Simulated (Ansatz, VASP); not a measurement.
## VB4Os: VASP beside Ansatz

The input INCAR:

```
SYSTEM = VB4Os
PREC = Accurate
ENCUT = 500
EDIFF = 1E-6
ISMEAR = -1
SIGMA = 0.15
LREAL = .False.
LASPH = .True.
NELM = 200
ALGO = Normal
ISIF = 2
LWAVE = .False.
LCHARG = .False.
ISPIN = 2
MAGMOM = 2 0 0 0 0 0
LORBIT = 11
LMAXMIX = 4
GGA = PE
NBANDS = 34
GGA_COMPAT = .False.
```

File KPOINTS:

```
regular mesh
0
Gamma
  9 9 3
  0 0 0
```

File POSCAR:

```
VB4Os
1.0
    2.8533052937      0.0000000000      0.0000000000
   -1.4266531427      2.4710350267      0.0000000000
    0.0000000000      0.0000000000      7.3910658621
V B Os
1 4 1
Direct
    0.0000000000      0.0000000000      0.0000000000
    0.0000000000      0.0000000000      0.7094840000
    0.3333333333      0.6666666667      0.7969230000
    0.3333333333      0.6666666667      0.2030770000
    0.0000000000      0.0000000000      0.2905160000
    0.3333333333      0.6666666667      0.5000000000
```

Input for Ansatz:

```yaml
crystal:
  lattice:
    - [2.853305293705827, 0.0, 0.0]
    - [-1.4266531426510343, 2.4710350267066943, 0.0]
    - [0.0, 0.0, 7.391065862060052]
  atoms:
    - { symbol: V, position: [0.0, 0.0, 0.0], spin: 2.0 }
    - { symbol: B, position: [0.0, 0.0, 0.709484] }
    - { symbol: B, position: [0.3333333333333333, 0.6666666666666666, 0.796923] }
    - { symbol: B, position: [0.3333333333333333, 0.6666666666666666, 0.203077] }
    - { symbol: B, position: [0.0, 0.0, 0.290516] }
    - { symbol: Os, position: [0.3333333333333333, 0.6666666666666666, 0.5] }
basis:
  ecutwfc: 500.0
kpoints:
  mp_grid:
    grid: [9, 9, 3]
hamiltonian:
  xc: pbe
magnetization:
  spin_polarized: true
scf:
  occupations:
    method: fermi_dirac
    width: 0.15
output:
  stress: true
```

Alike in both runs: task single point; functional PBE; k mesh 9 × 9 × 3; occupations fermi-dirac, width 0.15 eV; collinear spin.

```csv
,VASP,Ansatz
version,VASP 6.6.1,Ansatz 0.2.0
potentials or method,"VASP PAW PBE potentials, release 64 (V_sv, B, Os_sv_GW), cutoff 500 eV","plane waves, PAW"
valence electrons in the cell,41,41
```

|  | VASP | Ansatz | Ansatz less VASP |
| --- | --- | --- | --- |
| pressure (GPa) | 6.3 | 7.2 | +0.89 |
| traceless stress, the component that is largest in VASP (GPa) | 2.40 | 2.23 | -0.171 |
| net moment per atom (μB) | 0.00 | 0.00 | 0.000 |

Ansatz's warnings: seeded moment not kept.

Neither program's run includes spin-orbit coupling.
